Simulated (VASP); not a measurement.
Here is a VASP 6.6.1 calculation.

The input INCAR:

```
PREC = Accurate ; ENCUT = 520
EDIFF = 1E-6 ; ISMEAR = -1
SIGMA = 0.05 ; LREAL = False
LASPH = True ; NELM = 80
ALGO = Normal ; ISIF = 2
LWAVE = False ; LCHARG = False
GGA = PS ; NBANDS = 26
```

The input KPOINTS:

```
regular mesh
0
Gamma
  11 11 11
```

The input POSCAR:

```
NbP
1.0
   -1.6407315532      1.6407315532      5.6229302316
    1.6407315532     -1.6407315532      5.6229302316
    1.6407315532      1.6407315532     -5.6229302316
Nb P
2 2
Direct
    0.2498808000      0.7498808000      0.5000000000
    0.4998808000      0.4998808000      0.0000000000
    0.8327477700      0.3327477700      0.5000000000
    0.0827477700      0.0827477700      0.0000000000
```

Potentials or basis: VASP PAW PBE potentials, release 64 (Nb_sv, P).

The run is started by

```sh
$ cat potpaw_PBE.64/Nb_sv/POTCAR potpaw_PBE.64/P/POTCAR > POTCAR
$ mpirun -np 1 vasp_std > vasp.out
```

Problem. Estimate the band gap on the k mesh.

Solution. Zero (band 18 reaches 11.32 eV, above the bottom of band 19 at 11.31 eV).

Problem. What does it give for the largest force?

Solution. 0.041 eV/Å.

Stress tensor (GPa, compression positive):
```
6.68 0.00 0.00
0.00 6.68 0.00
0.00 0.00 4.44
```

Caveat: the PAW data sets were made with another functional, which shifts forces and pressure a little.
